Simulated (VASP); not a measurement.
# Cu (P6_3/mmc) in VASP: further runs

Aim: see how the results for Cu move with the level of theory and the settings. Levels: LDA, PBE. Tasks: single point.

Program: VASP 6.6.1. These are calculated values, not measurements. Logs are shortened: lines on timing, memory, paths and dates and some standing lists are left out, and cuts for length are marked.

## Step 1: The cell of the first run

It takes space group P6_3/mmc (No. 194, hexagonal). The conventional cell has a = 2.580 Å, b = 2.580 Å, c = 8.424 Å, α = 90.00°, β = 90.00°, γ = 120.00°. Within 3.4 Å of Cu (site symmetry -6m2) lie 12 Cu at 2.58 Å. Within 3.4 Å of Cu (site symmetry -3m) lie 12 Cu at 2.58 Å.

## Step 2: Single point, LDA (volume scaled by 1.06)

Contents of INCAR:

```
SYSTEM = Cu
PREC = Accurate ; ENCUT = 520
EDIFF = 1E-6 ; ISMEAR = -1
SIGMA = 0.05 ; LREAL = .False.
LASPH = .True. ; NELM = 60
ALGO = Fast ; ISIF = 2
LWAVE = .False. ; LCHARG = .False.
GGA = CA ; NBANDS = 30
```

Contents of KPOINTS:

```
Automatic mesh
0
Gamma
  12 12 4
  0 0 0
```

Contents of POSCAR:

```
Cu
1.0
    2.5803994521      0.0000000000      0.0000000000
   -1.2901997261      2.2346914775      0.0000000000
    0.0000000000      0.0000000000      8.4238525920
Cu
4
Direct
    0.6666666667      0.3333333333      0.7500000000
    0.0000000000      0.0000000000      0.5000000000
    0.3333333333      0.6666666667      0.2500000000
    0.0000000000      0.0000000000      0.0000000000
```

Potentials or basis: VASP PAW LDA potentials, release 64 (Cu).

Launch:

```console
$ cat potpaw_LDA.64/Cu/POTCAR > POTCAR
$ mpirun -np 1 vasp_std > vasp.out
```

OUTCAR:

```text
SYSTEM = Cu
   PREC = Accurate
   ENCUT = 520
   EDIFF = 1E-6
   ISMEAR = -1
   LREAL = .False.
   LASPH = .True.
   NELM = 60
   ISIF = 2
   GGA = CA

 ion  position               nearest neighbor table
   1  0.667  0.333  0.750-   2 2.58   4 2.58   2 2.58   4 2.58   2 2.58   4 2.58
   2  0.000  0.000  0.500-   1 2.58   3 2.58   1 2.58   3 2.58   1 2.58   3 2.58
   3  0.333  0.667  0.250-   2 2.58   4 2.58   2 2.58   4 2.58   2 2.58   4 2.58
   4  0.000  0.000  0.000-   1 2.58   3 2.58   1 2.58   3 2.58   1 2.58   3 2.58

  LATTYP: Found a hexagonal cell.
 ALAT       =     2.5803994521
 C/A-ratio  =     3.2645537051

  Lattice vectors:

 A1 = (   2.5803994521,   0.0000000000,   0.0000000000)
 A2 = (  -1.2901997261,   2.2346914775,   0.0000000000)
 A3 = (   0.0000000000,   0.0000000000,   8.4238525920)

Analysis of symmetry for initial positions (statically):
=====================================================================
 Subroutine PRICEL returns:
 Original cell was already a primitive cell.

 Routine SETGRP: Setting up the symmetry group for a
 hexagonal supercell.

 Subroutine GETGRP returns: Found 24 space group operations
 (whereof 12 operations were pure point group operations)
 out of a pool of 24 trial point group operations.

The static configuration has the point symmetry D_3d.
 The point group associated with its full space group is D_6h.

Analysis of symmetry for dynamics (positions and initial velocities):
=====================================================================
 Subroutine PRICEL returns:
 Original cell was already a primitive cell.

 Routine SETGRP: Setting up the symmetry group for a
 hexagonal supercell.

 Subroutine GETGRP returns: Found 24 space group operations
 (whereof 12 operations were pure point group operations)
 out of a pool of 24 trial point group operations.

The dynamic configuration has the point symmetry D_3d.
 The point group associated with its full space group is D_6h.

 Subroutine INISYM returns: Found 24 space group operations
 (whereof 12 operations are pure point group operations),
 and found     1 'primitive' translations

----------------------------------------------------------------------------------------

                                     Primitive cell

  volume of cell :      48.5753

  direct lattice vectors                    reciprocal lattice vectors
     2.580399452  0.000000000  0.000000000     0.387536898  0.223744533  0.000000000
    -1.290199726  2.234691478  0.000000000     0.000000000  0.447489065  0.000000000
     0.000000000  0.000000000  8.423852592     0.000000000  0.000000000  0.118710529

  length of vectors
     2.580399452  2.580399452  8.423852592     0.447489065  0.447489065  0.118710529

  position of ions in fractional coordinates (direct lattice)
     0.666666667  0.333333333  0.750000000
     0.000000000  0.000000000  0.500000000
     0.333333333  0.666666667  0.250000000
     0.000000000  0.000000000  0.000000000

  ion indices of the primitive-cell ions
   primitive index   ion index
                 1           1
                 2           2
                 3           3
                 4           4

----------------------------------------------------------------------------------------

 KPOINTS: Automatic mesh

Automatic generation of k-mesh.
 Grid dimensions read from file:
 generate k-points for:   12   12    4

 Generating k-lattice:

  Cartesian coordinates                     Fractional coordinates (reciprocal lattice)
     0.032294742  0.018645378  0.000000000     0.083333333  0.000000000  0.000000000
     0.000000000  0.037290755  0.000000000     0.000000000  0.083333333  0.000000000
     0.000000000  0.000000000  0.029677632     0.000000000  0.000000000  0.250000000

  Length of vectors
     0.037290755  0.037290755  0.029677632

  Shift w.r.t. Gamma in fractional coordinates (k-lattice)
     0.000000000  0.000000000  0.000000000

 Subroutine IBZKPT returns following result:
 ===========================================

 Found     57 irreducible k-points:

 Following reciprocal coordinates:
            Coordinates               Weight
  0.000000  0.000000  0.000000      1.000000
  0.083333 -0.000000  0.000000      6.000000
  0.166667 -0.000000  0.000000      6.000000
  0.250000 -0.000000  0.000000      6.000000
  0.333333  0.000000  0.000000      6.000000
  0.416667  0.000000  0.000000      6.000000
[... 16 lines left out ...]
  0.250000 -0.000000  0.250000     12.000000
  0.333333  0.000000  0.250000     12.000000
 [... further k-points ...]
   k-points           NKPTS =     57   k-points in BZ     NKDIM =     57   number of bands    NBANDS=     30
   number of dos      NEDOS =    301   number of ions     NIONS =      4
   total plane-waves  NPLWV =  25600
   dimension x,y,z NGX =    20 NGY =   20 NGZ =   64
   dimension x,y,z NGXF=    40 NGYF=   40 NGZF=  128
   ions per type =               4
   NGX,Y,Z   is equivalent  to a cutoff of  12.89, 12.89, 12.63 a.u.
   NGXF,Y,Z  is equivalent  to a cutoff of  25.77, 25.77, 25.26 a.u.
 SYSTEM =  Cu
   PREC   = accura    normal or accurate (medium, high low for compatibility)
   ISTART =      0    job   : 0-new  1-cont  2-samecut
   ICHARG =      2    charge: 1-file 2-atom 10-const
   ISPIN  =      1    spin polarized calculation?
   LNONCOLLINEAR =      F non collinear calculations
   LSORBIT =      F    spin-orbit coupling
   LASPH  =      T    aspherical Exc in radial PAW
   ENCUT  =  520.0 eV  38.22 Ry    6.18 a.u.   4.80  4.80 15.66*2*pi/ulx,y,z
   NELM   =     60;   NELMIN=  2; NELMDL= -5     # of ELM steps
   EDIFF  = 0.1E-05   stopping-criterion for ELM
   LREAL  =      F    real-space projection
   EDIFFG = 0.1E-04   stopping-criterion for IOM
   NSW    =      0    number of steps for IOM
   IBRION =     -1    ionic relax: 0-MD 1-quasi-New 2-CG
   NFREE  =      0    steps in history (QN), initial steepest desc. (CG)
   ISIF   =      2    stress and relaxation
   ISYM   =      2    0-nonsym 1-usesym 2-fastsym
   POTIM  = 0.5000    time-step for ionic-motion
   TEBEG  =    0.0;   TEEND  =   0.0 temperature during run
   PSTRESS=    0.0 pullay stress
   NELECT =      44.0000    total number of electrons
   NUPDOWN=      -1.0000    fix difference up-down
   EMIN   =  10.00;   EMAX   =-10.00  energy-range for DOS
   EFERMI =   0.00;   METHOD = LEGACY
   ISMEAR =    -1;   SIGMA  =   0.05  broadening in eV -4-tet -1-fermi 0-gaus
   EFERMI_NEDOS =   21; number of points for ismear=-14 and -15
   IALGO  =     68    algorithm
   IMIX   =      4    mixing-type and parameters
     AMIX     =   0.40;   BMIX     =  1.00
     AMIX_MAG =   1.60;   BMIX_MAG =  1.00
  volume/ion in A,a.u.               =      12.14        81.95
  Fermi-wavevector in a.u.,A,eV,Ry     =   1.583996  2.993318 34.137589  2.509042
  Thomas-Fermi vector in A             =   2.683681
   LORBIT       =      0    0 simple, 1 ext, 2 COOP (PROOUT), +10 PAW based schemes
   GGA     = CA    functional components
   LHFCALC =     F    Hartree Fock is set to
   AEXX    =    0.0000 exact exchange contribution
   IVDW    =     0    specifies the selected vdW correction
   LEPSILON=     F    determine dielectric tensor
   LRPA    =     F    only Hartree local field effects (RPA)
 non-spin polarized calculation
 RMM-DIIS sequential band-by-band and
  energy-cutoff  :      520.00
  volume of cell :       48.58
 maximum number of plane-waves:      1324
 NGX is ok and might be reduce to    20
   NGX =  9   NGY =  9   NGZ = 31

 number of electron      44.0000031 magnetization

 Free energy of the ion-electron system (eV)
  ---------------------------------------------------
  ext. energy  EPLUGINS =         0.00000000
  ---------------------------------------------------
  free energy    TOTEN  =       -18.56472488 eV

  energy without entropy =      -18.55211389  energy(sigma->0) =      -18.55841939

 E-fermi :   6.8953     XC(G=0): -12.9400

 val. band max:        6.8811195694   @ k =   0.4167   0.0833   0.5000
 cond. band min:       6.8980247034   @ k =   0.0833  -0.0000   0.0000
 fundamental gap:      0.0169051340
 Fermi energy:         6.8952988560

 k-point     1 :       0.0000    0.0000    0.0000
  band No.  band energies     occupation
      1      -2.1449      2.00000
      2      -0.0696      2.00000
      3      -0.0565      2.00000
      4       2.0310      2.00000
      5       3.7790      2.00000
      6       3.7821      2.00000
[... 22 lines left out ...]
     29      28.2818      0.00000
     30      28.3328      0.00000

 k-point     2 :       0.0833   -0.0000    0.0000
  band No.  band energies     occupation
      1      -1.9250      2.00000
      2       0.1272      2.00000
      3       0.1399      2.00000
      4       2.1591      2.00000
      5       3.6799      2.00000
      6       3.7288      2.00000
[... 22 lines left out ...]
     29      26.4162      0.00000
     30      26.6688      0.00000

 k-point     3 :       0.1667   -0.0000    0.0000
  band No.  band energies     occupation
      1      -1.2801      2.00000
      2       0.6818      2.00000
      3       0.6935      2.00000
      4       2.4873      2.00000
      5       3.4988      2.00000
      6       3.6105      2.00000
[... 22 lines left out ...]
     29      22.8904      0.00000
     30      22.9353      0.00000

 k-point     4 :       0.2500   -0.0000    0.0000
  band No.  band energies     occupation
      1      -0.2674      2.00000
      2       1.4389      2.00000
      3       1.4485      2.00000
      4       2.7982      2.00000
      5       3.3772      2.00000
      6       3.3819      2.00000
[... 22 lines left out ...]
     29      20.7681      0.00000
     30      20.8735      0.00000

 k-point     5 :       0.3333    0.0000    0.0000
  band No.  band energies     occupation
      1       0.9481      2.00000
      2       2.0161      2.00000
      3       2.0366      2.00000
      4       2.8075      2.00000
      5       3.1481      2.00000
      6       3.2713      2.00000
[... 22 lines left out ...]
     29      21.0461      0.00000
     30      21.1342      0.00000
[... 526 lines left out ...]
     29      25.8896      0.00000
     30      26.5517      0.00000

 k-point    22 :       0.1667   -0.0000    0.2500
  band No.  band energies     occupation
      1      -1.1466      2.00000
      2      -0.1225      2.00000
      3       1.5437      2.00000
      4       2.4368      2.00000
      5       3.4905      2.00000
      6       3.6354      2.00000
[... 22 lines left out ...]
     29      22.9809      0.00000
     30      24.0420      0.00000

 k-point    23 :       0.2500   -0.0000    0.2500
  band No.  band energies     occupation
      1      -0.1464      2.00000
      2       0.7611      2.00000
      3       2.1213      2.00000
      4       2.7800      2.00000
      5       3.2845      2.00000
      6       3.3232      2.00000
[... 22 lines left out ...]
     29      20.4255      0.00000
     30      22.6217      0.00000

 k-point    24 :       0.3333    0.0000    0.2500
  band No.  band energies     occupation
      1       1.0354      2.00000
      2       1.6364      2.00000
      3       2.3793      2.00000
      4       2.8055      2.00000
      5       3.0581      2.00000
      6       3.1257      2.00000
[... 22 lines left out ...]
     29      19.2301      0.00000
     30      19.9924      0.00000

 [... further k-points ...]
[... 5 lines left out ...]
  --------------------------------------------------------------------------------------
  -------------------------------------------------------------------------------------
  Total       -4.3751012     -4.3751012     -4.5825759      0.0000000      0.0000000      0.0000000
  in kB     -144.3056744   -144.3056744   -151.1488964      0.0000000      0.0000000      0.0000000
  external PRESSURE =    -146.5867484 kB  Pullay stress =       0.0000000 kB

 VOLUME and BASIS-vectors are now :
 -----------------------------------------------------------------------------
  energy-cutoff  :      520.00
  volume of cell :       48.58
      direct lattice vectors                 reciprocal lattice vectors
     2.580399452  0.000000000  0.000000000     0.387536898  0.223744533  0.000000000
    -1.290199726  2.234691478  0.000000000     0.000000000  0.447489065  0.000000000
     0.000000000  0.000000000  8.423852592     0.000000000  0.000000000  0.118710529

 POSITION                                       TOTAL-FORCE (eV/Angst)
 -----------------------------------------------------------------------------------
      1.29020      0.74490      6.31789         0.000000     -0.000000     -0.000000
      0.00000      0.00000      4.21193        -0.000000      0.000000      0.000000
     -0.00000      1.48979      2.10596        -0.000000     -0.000000      0.000000
      0.00000      0.00000      0.00000        -0.000000      0.000000      0.000000
 -----------------------------------------------------------------------------------
    total drift:                                0.000000     -0.000000      0.000000

  FREE ENERGIE OF THE ION-ELECTRON SYSTEM (eV)
  ---------------------------------------------------
  free  energy   TOTEN  =       -18.5647248836 eV

  energy  without entropy=      -18.5521138866  energy(sigma->0) =      -18.55841939
```

Wall time 36 s (1 thread of Intel Xeon 6975P-C (Granite Rapids), shared host); peak memory 0.17 GiB.

What came out:

| Property | Result |
| --- | --- |
| Free energy | -18.5647 eV |
| Pressure | -14.7 GPa |
| Band gap on the k mesh | zero (band 22 reaches 10.32 eV, above the bottom of band 23 at 5.21 eV) |

Levels at points of the mesh, in eV from the Fermi level:
```csv
k point,band 19,band 20,band 21,band 22,band 23,band 24,band 25,band 26
"(0.00, 0.00, 0.00)",-2.00,-1.85,-1.85,-1.58,-1.58,-0.79,3.69,12.31
"(0.50, 0.00, 0.00)",-1.45,-1.43,-0.43,0.57,1.02,1.58,4.49,4.52
"(0.00, 0.00, 0.50)",-2.12,-2.12,-1.69,-1.69,-1.69,-1.69,6.82,6.82
"(0.50, 0.00, 0.50)",-1.45,-1.45,0.16,0.16,1.40,1.40,5.03,5.03
```

Caveat: the cell differs from its parent crystal (volume scaled by 1.06).

## Step 3: Single point, PBE

This run uses another cell than the first one, of 11.69 Å³/atom, 0.962 times its volume.

Contents of INCAR:

```
SYSTEM = Cu
PREC = Accurate ; ENCUT = 700
EDIFF = 1E-6 ; ISMEAR = -1
SIGMA = 0.05 ; LREAL = .FALSE.
LASPH = .TRUE. ; NELM = 120
ALGO = Normal ; ISIF = 2
LWAVE = .FALSE. ; LCHARG = .FALSE.
GGA = PE ; NBANDS = 46
GGA_COMPAT = .FALSE.
```

Contents of KPOINTS:

```
regular mesh
0
G
  12 12 4
  0 0 0
```

Contents of POSCAR:

```
Cu
1.0
    2.5475245418      0.0000000000      0.0000000000
   -1.2737622710      2.2062209700      0.0000000000
    0.0000000000      0.0000000000      8.3165306817
Cu
4
Direct
    0.6666666667      0.3333333333      0.7500000000
    0.0000000000      0.0000000000      0.5000000000
    0.3333333333      0.6666666667      0.2500000000
    0.0000000000      0.0000000000      0.0000000000
```

Potentials or basis: VASP PAW PBE potentials, release 64 (Cu_sv_GW).

Launch:

```console
$ cat potpaw_PBE.64/Cu_sv_GW/POTCAR > POTCAR
$ mpirun -np 1 vasp_std > vasp.out
```

Wall time 2.6 min (1 thread of Intel Xeon Platinum 8488C (Sapphire Rapids), shared host); peak memory 0.3 GiB.

Results (log left out):

* Free energy: -15.1409 eV
* Pressure: -0.7 GPa
* Band gap on the k mesh: zero (band 38 reaches 11.08 eV, above the bottom of band 39 at 5.96 eV)

Stress tensor (GPa, compression positive):
```
-0.53  0.00  0.00
 0.00 -0.53  0.00
 0.00  0.00 -1.01
```

Levels at points of the mesh, in eV from the Fermi level:
```tsv
k point	band 35	band 36	band 37	band 38	band 39	band 40	band 41	band 42
(0.00, 0.00, 0.00)	-2.01	-1.85	-1.85	-1.56	-1.56	-1.00	3.89	12.60
(0.50, 0.00, 0.00)	-1.42	-1.40	-0.58	0.43	1.04	1.60	4.69	4.71
(0.00, 0.00, 0.50)	-2.14	-2.14	-1.68	-1.68	-1.68	-1.68	7.02	7.02
(0.50, 0.00, 0.50)	-1.42	-1.42	0.11	0.11	1.41	1.41	5.20	5.20
```
